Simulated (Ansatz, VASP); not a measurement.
**CO2 in VASP and in Ansatz**

```
C O
1.0
     4.30380    0.00000    0.00000
     0.00000    4.30380    0.00000
     0.00000    0.00000    4.76856
C O
2 4
Direct
  0.00000 0.00000 0.00000
  0.50000 0.50000 0.50000
  0.19203 0.19203 0.00000
  0.30797 0.69203 0.50000
  0.80797 0.80797 0.00000
  0.69203 0.30797 0.50000
```

Alike in both runs: functional BLYP; dispersion D3(BJ); k mesh 5 × 5 × 5; no spin polarisation.

Ansatz relaxed the structure, and its values are those at the end. VASP's run is a single point on that final structure, the one shown.

|  | VASP | Ansatz |
| --- | --- | --- |
| version | VASP 6.6.1 | Ansatz 0.2.0 |
| potentials or method | VASP PAW PBE potentials, release 64 (C, O) | plane waves, PAW |
| plane-wave cutoff (eV) | 520 | 420 |
| occupations | gaussian, width 0.01 eV | fixed |
| valence electrons in the cell | 32 | 32 |

VASP gave:

```
pressure (GPa)                     : 1.4
rms of the force components (eV/Å) : 0.293
```

Task: Estimate Ansatz's values.

Result: Pressure (GPa): 0.0; rms of the force components (eV/Å): 0.000.

VASP's potentials were made for PBE, not for BLYP.

Noted on VASP's run: the standard files for N, O and F lose accuracy on very short bonds.
